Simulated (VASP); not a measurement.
Here is a VASP 6.6.1 calculation.

The input INCAR:

```
ALGO     = Normal         # electronic algorithm
EDIFF    = 1E-6           # SCF threshold, eV
ENCUT    = 520            # plane-wave cutoff, eV
GGA      = PE             # functional
ISIF     = 2              # what is computed and relaxed
ISMEAR   = 0              # smearing method
ISPIN    = 2              # spin polarisation
LASPH    = T              # aspherical terms in the spheres
LCHARG   = F              # write CHGCAR
LDAU     = T              # DFT+U
LDAUJ    = 0 0          
LDAUL    = 2 -1           # shell
LDAUPRINT= 1            
LDAUTYPE = 2            
LDAUU    = 6.2 0          # U, eV
LMAXMIX  = 4              # l up to which the mixer works
LORBIT   = 11             # projections on sites
LREAL    = F              # projectors in reciprocal space
LWAVE    = F              # write WAVECAR
MAGMOM   = 1.91 0.21      # initial moments
NBANDS   = 19             # bands
NELM     = 150            # most SCF steps
PREC     = Accurate       # precision mode
SIGMA    = 0.02           # smearing width, eV
```

Contents of KPOINTS:

```
k-points
0
Gamma
  12 12 12
```

Contents of POSCAR:

```
NiO
1.0
    0.0000000000      2.1337376274      2.1337376274
    2.1337376274      0.0000000000      2.1337376274
    2.1337376274      2.1337376274      0.0000000000
Ni O
1 1
Direct
    0.0000000000      0.0000000000      0.0000000000
    0.5000000000      0.5000000000      0.5000000000
```

Potentials or basis: VASP PAW PBE potentials, release 64 (Ni, O).

The run is started by

```console
$ cat potpaw_PBE.64/Ni/POTCAR potpaw_PBE.64/O/POTCAR > POTCAR
$ mpirun -np 1 vasp_std > vasp.out
```

Q: What does it give for the band gap on the k mesh?

A: 2.36 eV, indirect (least direct gap 3.16 eV).

Q: Predict the net moment.

A: 2.00 μB per cell.

Q: What does it give for the site moments?

A: Ni +1.83; O +0.16 μB.

Eigenvalues of the final occupation matrices:
| site | spin | trace | eigenvalues |
| --- | --- | --- | --- |
| site 1 d | 1 | 5.00 | 0.98 0.98 0.98 1.03 1.03 |
| site 1 d | 2 | 3.20 | 0.13 0.13 0.98 0.98 0.98 |

Caveat: a cell with one magnetic atom can't hold antiferromagnetic order, which such compounds often take. The state reached can hang on the start; a lower one may exist.
